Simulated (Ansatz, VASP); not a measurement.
**AlIn3Sb2: VASP beside Ansatz**

```
Al In Sb
1.0
     5.35771    0.00000    0.00000
    -2.67885    4.63991    0.00000
     0.00000    0.00000    6.45846
Al In Sb
1 3 2
Cartesian
  0.0000 0.0000 0.0000
  0.0000 0.0000 3.2292
  0.0000 3.0933 0.0000
  0.0000 3.0933 3.2292
  2.6789 1.5466 1.5075
  2.6789 1.5466 4.9510
```

Change from the starting cell: species swapped into the Ce2CoSi3 type (P-6m2, No. 187).

Alike in both runs: functional PBE; k mesh 12 × 12 × 6; occupations gaussian, width 0.1 eV; no spin polarisation.

Ansatz relaxed the structure, and its values are those at the end. VASP's run is a single point on that final structure, the one shown.

```csv
,VASP,Ansatz
version,VASP 6.6.1,Ansatz 0.2.0
potentials or method,"VASP PAW PBE potentials, release 64 (Al, In_d, Sb), cutoff 520 eV","scalar-relativistic, plane waves, PAW"
valence electrons in the cell,52,72
```

|  | VASP | Ansatz | Ansatz less VASP |
| --- | --- | --- | --- |
| gap on the k mesh at the Fermi level (eV) | none | none | - |
| pressure (GPa) | 0.0 | 0.0 | 0.00 |

A gap of «none» marks a metal or a gap that the smearing closes. VASP's potentials hold 52 valence electrons a cell and Ansatz's 72, so a difference there can come from the potentials and not from the codes.

Spin-orbit coupling is off throughout.
